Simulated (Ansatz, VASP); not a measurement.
Two plane-wave programs on Si3N

```xyz
8
Lattice="3.8333 0.0000 0.0000 0.0000 5.4212 0.0000 0.0000 0.0000 22.4878" Properties=species:S:1:pos:R:3 pbc="T T T"
Si    1.9167    0.0000    4.0000
Si    0.0000    1.3553    4.0000
Si    0.0000    2.7316    5.8663
Si    1.9167    4.0448    5.8663
Si    1.9167    0.0466    7.6878
Si    0.0000    1.3087    7.6878
N     2.5556    0.9502   11.3878
N     2.5556    0.9502   12.4878
```

Alike in both runs: task single point; functional PBE; dispersion D3(BJ); k mesh 7 × 5 × 1; occupations gaussian, width 0.05 eV; no spin polarisation.

|  | VASP | Ansatz |
| --- | --- | --- |
| version | VASP 6.6.1 | Ansatz 0.2.0 |
| potentials or method | VASP PAW PBE potentials, release 64 (Si, N), cutoff 520 eV | scalar-relativistic, plane waves, PAW |
| valence electrons in the cell | 34 | 34 |

```csv
,VASP,Ansatz,Ansatz less VASP
gap on the k mesh at the Fermi level (eV),none,none,-
rms of the force components (eV/Å),0.636,0.190,-0.4455
```

Atom by atom the forces differ by 0.519 eV/Å (rms over components). A gap of «none» marks a metal or a gap that the smearing closes. One of these differences is far larger than is usual between the two programs; its cause wasn't traced.

Noted on VASP's run: the standard files for N, O and F lose accuracy on very short bonds.
